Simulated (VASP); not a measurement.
# Cd12C (a cell with a defect) in VASP: single point with PBEsol

Aim: the single point of Cd12C (a cell with a defect) with PBEsol.

All numbers are computed with VASP 6.6.1; they aren't measurements. Logs are shortened: lines on timing, memory, paths and dates and some standing lists are left out, and cuts for length are marked.

### 1 The cell of the first run

The cell holds a defect, 13 atoms: a = 5.960 Å, b = 8.940 Å, c = 5.620 Å, α = 90.00°, β = 90.00°, γ = 120.00°.

### 2 Single point, PBEsol

INCAR reads:

```
  PREC = Accurate
  ENCUT = 520
  EDIFF = 1E-7
  ISMEAR = -1
  SIGMA = 0.1
  LREAL = False
  LASPH = True
  NELM = 100
  ALGO = Normal
  ISIF = 2
  LWAVE = False
  LCHARG = False
  GGA = PS
  NBANDS = 86
```

KPOINTS reads:

```
regular mesh
0
Gamma
  3 2 3
```

POSCAR reads:

```
Cd12C
1.0
    5.9600000000      0.0000000000      0.0000000000
   -4.4700000000      7.7422670000      0.0000000000
    0.0000000000      0.0000000000      5.6202800000
Cd C
12 1
Direct
   -0.0483349895     -0.0010462052      0.1180190311
    0.2150658221      0.2279177404      0.5116648993
   -0.0032697442      0.3165351957     -0.0108713445
    0.1708025579      0.5542691824      0.3687004918
   -0.0103895958      0.6840890401     -0.0370622104
    0.1372345507      0.8694223539      0.5113268378
    0.4750958526      0.0006199735     -0.0359946480
    0.7261016543      0.2164353154      0.5571252678
    0.4801649422      0.3495487820     -0.0233262400
    0.6384599241      0.5575886236      0.4917904446
    0.5274692990      0.6877443002     -0.0122947611
    0.6914601430      0.8693965217      0.5613955177
    0.3986950364      0.1637634042      0.2406997516
```

Potentials or basis: VASP PAW PBE potentials, release 64 (Cd, C).

On the command line:

```console
$ cat potpaw_PBE.64/Cd/POTCAR potpaw_PBE.64/C/POTCAR > POTCAR
$ mpirun -np 1 vasp_std > vasp.out
```

OUTCAR:

```text
PREC = Accurate
   ENCUT = 520
   EDIFF = 1E-7
   ISMEAR = -1
   LREAL = False
   LASPH = True
   NELM = 100
   ISIF = 2
   GGA = PS

 ion  position               nearest neighbor table
   1  0.952  0.999  0.118-  13 2.41  11 2.76   3 2.81  12 2.86   2 2.89   6 2.95   7 2.98   5 3.06
                             7 3.23   9 3.24  12 3.43   8 3.78
   2  0.215  0.228  0.512-  13 2.12  10 2.76   8 2.88   1 2.89   9 2.96   6 3.00   8 3.11   4 3.16
                            12 3.18   3 3.25   9 3.32   3 3.46
   3  0.997  0.317  0.989-   9 2.75   8 2.80   1 2.81   4 2.82   7 2.98   9 3.24  11 3.24   2 3.25
                             5 3.31   2 3.46   8 3.49
   4  0.171  0.554  0.369-   3 2.82  11 2.83  10 2.86   5 2.99   6 3.03   8 3.04  12 3.16   2 3.16
                            10 3.26
   5  0.990  0.684  0.963-  11 2.77   7 2.86   6 2.92   4 2.99   9 3.01   1 3.06  11 3.19  10 3.21
                             3 3.31   6 3.40  10 3.48  12 3.73
   6  0.137  0.869  0.511-  12 2.67  13 2.75  10 2.89   5 2.92   1 2.95   2 3.00   4 3.03   7 3.09
                            12 3.32   8 3.33   5 3.40   7 3.54
   7  0.475  0.001  0.964-  13 2.33   5 2.86   8 2.88  11 2.97   1 2.98   3 2.98   6 3.09   9 3.11
                            12 3.11   1 3.23   6 3.54   8 3.77
   8  0.726  0.216  0.557-  13 2.50   3 2.80   2 2.88   7 2.88  12 3.00   4 3.04   2 3.11   9 3.30
                             6 3.33  10 3.36   3 3.49   7 3.77   1 3.78
   9  0.480  0.350  0.977-  13 2.10   3 2.75  11 2.89   2 2.96   5 3.01   7 3.11  10 3.17   3 3.24
                             1 3.24   8 3.30  10 3.31   2 3.32
  10  0.638  0.558  0.492-  12 2.67   2 2.76   4 2.86   6 2.89   9 3.17   5 3.21  11 3.21  11 3.25
                             4 3.26   9 3.31   8 3.36   5 3.48
  11  0.527  0.688  0.988-   1 2.76   5 2.77  12 2.78   4 2.83   9 2.89   7 2.97   5 3.19  10 3.21
                             3 3.24  10 3.25  12 3.52
  12  0.691  0.869  0.561-   6 2.67  10 2.67  11 2.78   1 2.86   8 3.00   7 3.11   4 3.16   2 3.18
                             6 3.32   1 3.43  11 3.52   5 3.73
  13  0.399  0.164  0.241-   9 2.10   2 2.12   7 2.33   1 2.41   8 2.50   6 2.75

  LATTYP: Found a simple monoclinic cell.
 ALAT       =     5.9600000000
 B/A-ratio  =     0.9430000000
 C/A-ratio  =     1.3228756374
 COS(beta)  =    -0.1889822391

  Lattice vectors:

 A1 = (   5.9600000000,   0.0000000000,   0.0000000000)
 A2 = (   0.0000000000,   0.0000000000,   5.6202800000)
 A3 = (  -1.4900000000,  -7.7422670000,   0.0000000000)

Analysis of symmetry for initial positions (statically):
=====================================================================
 Subroutine PRICEL returns:
 Original cell was already a primitive cell.

 Routine SETGRP: Setting up the symmetry group for a
 simple monoclinic supercell.

 Subroutine GETGRP returns: Found  1 space group operations
 (whereof  1 operations were pure point group operations)
 out of a pool of  4 trial point group operations.

The static configuration has the point symmetry C_1 .

Analysis of symmetry for dynamics (positions and initial velocities):
=====================================================================
 Subroutine PRICEL returns:
 Original cell was already a primitive cell.

 Routine SETGRP: Setting up the symmetry group for a
 simple monoclinic supercell.

 Subroutine GETGRP returns: Found  1 space group operations
 (whereof  1 operations were pure point group operations)
 out of a pool of  4 trial point group operations.

The dynamic configuration has the point symmetry C_1 .

 Subroutine INISYM returns: Found  1 space group operations
 (whereof  1 operations are pure point group operations),
 and found     1 'primitive' translations

----------------------------------------------------------------------------------------

                                     Primitive cell

  volume of cell :     259.3417

  direct lattice vectors                    reciprocal lattice vectors
     5.960000000  0.000000000  0.000000000     0.167785235  0.096870852  0.000000000
    -4.470000000  7.742267000  0.000000000     0.000000000  0.129161136  0.000000000
     0.000000000  0.000000000  5.620280000     0.000000000  0.000000000  0.177927078

  length of vectors
     5.960000000  8.939999905  5.620280000     0.193741702  0.129161136  0.177927078

  position of ions in fractional coordinates (direct lattice)
     0.951665011  0.998953795  0.118019031
     0.215065822  0.227917740  0.511664899
     0.996730256  0.316535196  0.989128655
     0.170802558  0.554269182  0.368700492
     0.989610404  0.684089040  0.962937790
     0.137234551  0.869422354  0.511326838
     0.475095853  0.000619974  0.964005352
     0.726101654  0.216435315  0.557125268
     0.480164942  0.349548782  0.976673760
     0.638459924  0.557588624  0.491790445
     0.527469299  0.687744300  0.987705239
     0.691460143  0.869396522  0.561395518
     0.398695036  0.163763404  0.240699752

  ion indices of the primitive-cell ions
   primitive index   ion index
                 1           1
[... 34 lines left out ...]
 -----------------------------------------------------------------------------
|                                                                             |
|           W    W    AA    RRRRR   N    N  II  N    N   GGGG   !!!           |
|           W    W   A  A   R    R  NN   N  II  NN   N  G    G  !!!           |
|           W    W  A    A  R    R  N N  N  II  N N  N  G       !!!           |
|           W WW W  AAAAAA  RRRRR   N  N N  II  N  N N  G  GGG   !            |
|           WW  WW  A    A  R   R   N   NN  II  N   NN  G    G                |
|           W    W  A    A  R    R  N    N  II  N    N   GGGG   !!!           |
|                                                                             |
|     Your reciprocal lattice and k-lattice belong to different lattice       |
|     classes:                                                                |
|                                                                             |
|        The reciprocal lattice is simple monoclinic,                         |
|        whereas your k-lattice is hexagonal.                                 |
|                                                                             |
|     Results are often still useful ...                                      |
|                                                                             |
 -----------------------------------------------------------------------------

 Subroutine IBZKPT returns following result:
 ===========================================

 Found     10 irreducible k-points:

 Following reciprocal coordinates:
            Coordinates               Weight
  0.000000  0.000000  0.000000      1.000000
  0.333333  0.000000  0.000000      2.000000
  0.000000  0.500000  0.000000      1.000000
  0.333333  0.500000  0.000000      2.000000
  0.000000  0.000000  0.333333      2.000000
  0.333333  0.000000  0.333333      2.000000
 -0.333333 -0.000000  0.333333      2.000000
  0.000000  0.500000  0.333333      2.000000
  0.333333  0.500000  0.333333      2.000000
 -0.333333  0.500000  0.333333      2.000000
   k-points           NKPTS =     10   k-points in BZ     NKDIM =     10   number of bands    NBANDS=     86
   number of dos      NEDOS =    301   number of ions     NIONS =     13
   total plane-waves  NPLWV = 141120
   dimension x,y,z NGX =    48 NGY =   70 NGZ =   42
   dimension x,y,z NGXF=    96 NGYF=  140 NGZF=   84
   ions per type =              12   1
   NGX,Y,Z   is equivalent  to a cutoff of  13.39, 13.02, 12.42 a.u.
   NGXF,Y,Z  is equivalent  to a cutoff of  26.78, 26.03, 24.85 a.u.
 SYSTEM =  unknown system
   PREC   = accura    normal or accurate (medium, high low for compatibility)
   ISTART =      0    job   : 0-new  1-cont  2-samecut
   ICHARG =      2    charge: 1-file 2-atom 10-const
   ISPIN  =      1    spin polarized calculation?
   LNONCOLLINEAR =      F non collinear calculations
   LSORBIT =      F    spin-orbit coupling
   LASPH  =      T    aspherical Exc in radial PAW
   ENCUT  =  520.0 eV  38.22 Ry    6.18 a.u.  11.08 16.62 10.45*2*pi/ulx,y,z
   NELM   =    100;   NELMIN=  2; NELMDL= -5     # of ELM steps
   EDIFF  = 0.1E-06   stopping-criterion for ELM
   LREAL  =      F    real-space projection
   EDIFFG = 0.1E-05   stopping-criterion for IOM
   NSW    =      0    number of steps for IOM
   IBRION =     -1    ionic relax: 0-MD 1-quasi-New 2-CG
   NFREE  =      0    steps in history (QN), initial steepest desc. (CG)
   ISIF   =      2    stress and relaxation
   ISYM   =      2    0-nonsym 1-usesym 2-fastsym
   POTIM  = 0.5000    time-step for ionic-motion
   TEBEG  =    0.0;   TEEND  =   0.0 temperature during run
   PSTRESS=    0.0 pullay stress
   NELECT =     148.0000    total number of electrons
   NUPDOWN=      -1.0000    fix difference up-down
   EMIN   =  10.00;   EMAX   =-10.00  energy-range for DOS
   EFERMI =   0.00;   METHOD = LEGACY
   ISMEAR =    -1;   SIGMA  =   0.10  broadening in eV -4-tet -1-fermi 0-gaus
   EFERMI_NEDOS =   21; number of points for ismear=-14 and -15
   IALGO  =     38    algorithm
   IMIX   =      4    mixing-type and parameters
     AMIX     =   0.40;   BMIX     =  1.00
     AMIX_MAG =   1.60;   BMIX_MAG =  1.00
  volume/ion in A,a.u.               =      19.95       134.62
  Fermi-wavevector in a.u.,A,eV,Ry     =   1.357911  2.566080 25.088083  1.843922
  Thomas-Fermi vector in A             =   2.484789
   LORBIT       =      0    0 simple, 1 ext, 2 COOP (PROOUT), +10 PAW based schemes
   GGA     = PS    functional components
   LHFCALC =     F    Hartree Fock is set to
   AEXX    =    0.0000 exact exchange contribution
   IVDW    =     0    specifies the selected vdW correction
   LEPSILON=     F    determine dielectric tensor
   LRPA    =     F    only Hartree local field effects (RPA)
 non-spin polarized calculation
  energy-cutoff  :      520.00
  volume of cell :      259.34
 maximum number of plane-waves:      7003
 NGX is ok and might be reduce to    48
   NGX = 23   NGY = 33   NGZ = 21

 number of electron     148.0000010 magnetization

 Free energy of the ion-electron system (eV)
  ---------------------------------------------------
  ext. energy  EPLUGINS =         0.00000000
  ---------------------------------------------------
  free energy    TOTEN  =       -18.80267060 eV

  energy without entropy =      -18.66208006  energy(sigma->0) =      -18.73237533

 E-fermi :   3.0352     XC(G=0): -11.3375

 val. band max:        3.0343318434   @ k =   0.3333   0.5000   0.3333
 cond. band min:       3.0481473437   @ k =   0.0000   0.0000   0.0000
 fundamental gap:      0.0138155003
 Fermi energy:         3.0351524109

 k-point     1 :       0.0000    0.0000    0.0000
  band No.  band energies     occupation
      1      -8.9741      2.00000
      2      -7.1530      2.00000
      3      -7.0838      2.00000
      4      -6.9865      2.00000
      5      -6.9391      2.00000
      6      -6.9279      2.00000
[... 879 lines left out ...]
     85       7.8546      0.00000
     86       8.3563      0.00000

------------------------ aborting loop because EDIFF is reached ----------------------------------------

  FORCE on cell =-STRESS in cart. coord.  units (eV):
  Direction    XX          YY          ZZ          XY          YZ          ZX
  --------------------------------------------------------------------------------------
  -------------------------------------------------------------------------------------
  Total        9.4849770      9.1308032      9.3822374     -0.1658378     -1.5980584     -1.4204798
  in kB       58.5968819     56.4088448     57.9621713     -1.0245232     -9.8725849     -8.7755283
  external PRESSURE =      57.6559660 kB  Pullay stress =       0.0000000 kB

 VOLUME and BASIS-vectors are now :
 -----------------------------------------------------------------------------
  energy-cutoff  :      520.00
  volume of cell :      259.34
      direct lattice vectors                 reciprocal lattice vectors
     5.960000000  0.000000000  0.000000000     0.167785235  0.096870852  0.000000000
    -4.470000000  7.742267000  0.000000000     0.000000000  0.129161136  0.000000000
     0.000000000  0.000000000  5.620280000     0.000000000  0.000000000  0.177927078

 POSITION                                       TOTAL-FORCE (eV/Angst)
 -----------------------------------------------------------------------------------
      1.20660      7.73417      0.66330         0.311618      0.104265     -0.341054
      0.26300      1.76460      2.87570        -1.104343      0.330793      1.296837
      4.52560      2.45070      5.55918        -0.706020      0.511662     -0.168080
     -1.45960      4.29130      2.07220        -0.616833     -0.047325      0.586738
      2.84020      5.29640      5.41198         0.564617     -0.457817      0.125049
     -3.06840      6.73130      2.87380         1.532677      0.166101     -0.107292
      2.82880      0.00480      5.41798        -0.045065     -0.109846      0.253726
      3.36010      1.67570      3.13120        -0.529977      0.183176     -0.997997
      1.29930      2.70630      5.48918         0.640297      1.140981     -1.079507
      1.31280      4.31700      2.76400         0.900994     -0.551275     -0.066037
      0.06950      5.32470      5.55118        -0.661867     -0.446154      0.153524
      0.23490      6.73110      3.15520        -1.629369      0.805075      0.086048
      1.64420      1.26790      1.35280         1.343273     -1.629635      0.258045
 -----------------------------------------------------------------------------------
    total drift:                                0.000150      0.000069     -0.000228

  FREE ENERGIE OF THE ION-ELECTRON SYSTEM (eV)
  ---------------------------------------------------
  free  energy   TOTEN  =       -18.8026706008 eV

  energy  without entropy=      -18.6620800581  energy(sigma->0) =      -18.73237533
```

It took 4.8 min on 1 thread of Intel Xeon Platinum 8488C (Sapphire Rapids), shared host; peak memory 0.42 GiB.

What came out:

| Property | Result |
| --- | --- |
| Free energy | -18.8027 eV |
| Pressure | 5.8 GPa |
| Largest force | 2.128 eV/Å |
| Band gap on the k mesh | zero (bands 74 and 75 overlap by 0.91 eV) |

Forces on the atoms (eV/Å):
```
Cd   0.312  0.104 -0.341
Cd  -1.104  0.331  1.297
Cd  -0.706  0.512 -0.168
Cd  -0.617 -0.047  0.587
Cd   0.565 -0.458  0.125
Cd   1.533  0.166 -0.107
Cd  -0.045 -0.110  0.254
Cd  -0.530  0.183 -0.998
Cd   0.640  1.141 -1.080
Cd   0.901 -0.551 -0.066
Cd  -0.662 -0.446  0.154
Cd  -1.629  0.805  0.086
C    1.343 -1.630  0.258
```

Caveat: the k points lie up to 0.41 Å⁻¹ apart, too coarse for converged energies and pressures of a metal; the PAW data sets were made with another functional, which shifts forces and pressure a little.
